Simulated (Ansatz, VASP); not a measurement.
**CdS: VASP beside Ansatz**

INCAR

```
PREC = Accurate
ENCUT = 630
EDIFF = 1E-6
ISMEAR = -1
SIGMA = 0.05
LREAL = F
LASPH = T
NELM = 120
ALGO = Normal
ISIF = 2
LWAVE = F
LCHARG = T
GGA = CA
LELF = T
LVHAR = T
NBANDS = 20
GGA_COMPAT = F
```

File KPOINTS:

```
regular mesh
0
Gamma
  14 14 14
```

File POSCAR:

```
CdS
1.0
    0.0000000000      2.6152276361      2.6152276361
    2.6152276361      0.0000000000      2.6152276361
    2.6152276361      2.6152276361      0.0000000000
Cd S
1 1
Direct
    0.0000000000      0.0000000000      0.0000000000
    0.5000000000      0.5000000000      0.5000000000
```

Input for Ansatz:

```yaml
crystal:
  lattice:
    - [0.0, 2.6152276361, 2.6152276361]
    - [2.6152276361, 0.0, 2.6152276361]
    - [2.6152276361, 2.6152276361, 0.0]
  atoms:
    - { symbol: Cd, position: [0.0, 0.0, 0.0] }
    - { symbol: S, position: [0.5, 0.5, 0.5] }
kpoints:
  mp_grid: { grid: [14, 14, 14] }
scf:
  occupations: { method: fermi_dirac, width: 0.05 }
hamiltonian:
  xc: lda
  pseudopotentials: { kind: paw }
output:
  forces: true
  stress: true
  eigenvalues: true
  populations: true
  write_density: true
  write_potential: true
  elf: true
  volumetric_format: npy
```

Change from the starting cell: volume scaled by 0.94, PAW files.

Alike in both runs: task single point; functional LDA; k mesh 14 × 14 × 14; occupations fermi-dirac, width 0.05 eV; no spin polarisation.

```csv
,VASP,Ansatz
version,VASP 6.6.1,Ansatz 0.2.0
potentials or method,"VASP PAW LDA potentials, release 64 (Cd_sv_GW, S)","PAW with Ansatz's default frozen-core files, scalar-relativistic"
plane-wave cutoff (eV),630,420
valence electrons in the cell,26,26
```

Ansatz gave:

```
pressure (GPa) : 6.6
```

Question: Estimate VASP's values.

Answer: Pressure (GPa): 6.7.

LDA's correlation is that of Perdew and Zunger in VASP and of Perdew and Wang (1992) in Ansatz.
